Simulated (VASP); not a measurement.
Set up this calculation in VASP 6.6.1, as the native input.

* Task: single point
* Functional: PBEsol
* Potentials or basis: VASP PAW PBE potentials, release 64 (Mn_pv, S)
* Cutoff: 520 eV
* k mesh: 7 × 7 × 7
* Occupations: fermi-dirac, width 0.1 eV
* Spin: collinear spin, ferromagnetic start
* Starting moments: [5.2, 0.0] μB
* Dipole correction: no
* Further INCAR settings: ALGO = Normal; EDIFF = 1e-07; NBANDS = 20

The structure of MnS lies in POSCAR:

```
MnS
1.0
    3.0990400000      0.0000000000      0.0000000000
    0.0000000000      3.0990400000      0.0000000000
    0.0000000000      0.0000000000      3.0990400000
Mn S
1 1
Direct
    0.5000000000      0.5000000000      0.5000000000
    0.0000000000      0.0000000000      0.0000000000
```

One way to write it, as run:

INCAR

```
PREC     = Accurate       # precision mode
ENCUT    = 520            # plane-wave cutoff, eV
EDIFF    = 1E-7           # SCF threshold, eV
ISMEAR   = -1             # smearing method
SIGMA    = 0.1            # smearing width, eV
LREAL    = F              # projectors in reciprocal space
LASPH    = T              # aspherical terms in the spheres
NELM     = 150            # most SCF steps
ALGO     = Normal         # electronic algorithm
ISIF     = 2              # what is computed and relaxed
LWAVE    = F              # write WAVECAR
LCHARG   = F              # write CHGCAR
ISPIN    = 2              # spin polarisation
MAGMOM   = 5.2 0          # initial moments
LORBIT   = 11             # projections on sites
LMAXMIX  = 4              # l up to which the mixer works
GGA      = PS             # functional
NBANDS   = 20             # bands
```

KPOINTS

```
regular mesh
0
Gamma
  7 7 7
```

Potentials or basis: VASP PAW PBE potentials, release 64 (Mn_pv, S).

Command:

```sh
$ cat potpaw_PBE.64/Mn_pv/POTCAR potpaw_PBE.64/S/POTCAR > POTCAR
$ mpirun -np 1 vasp_std > vasp.out
```

It gave:

* Pressure: -11.9 GPa
* Net moment: 3.39 μB per cell
* Site moments: Mn +3.37; S -0.10 μB
* Valence electrons inside the program's atomic spheres: Mn 11.43; S 3.61

Caveat: the PAW data sets were made with another functional, which shifts forces and pressure a little; a cell with one magnetic atom can't hold antiferromagnetic order, which such compounds often take.

Run time: 15 s on 1 thread of Intel Xeon 6975P-C (shared host), peak memory 0.15 GiB.
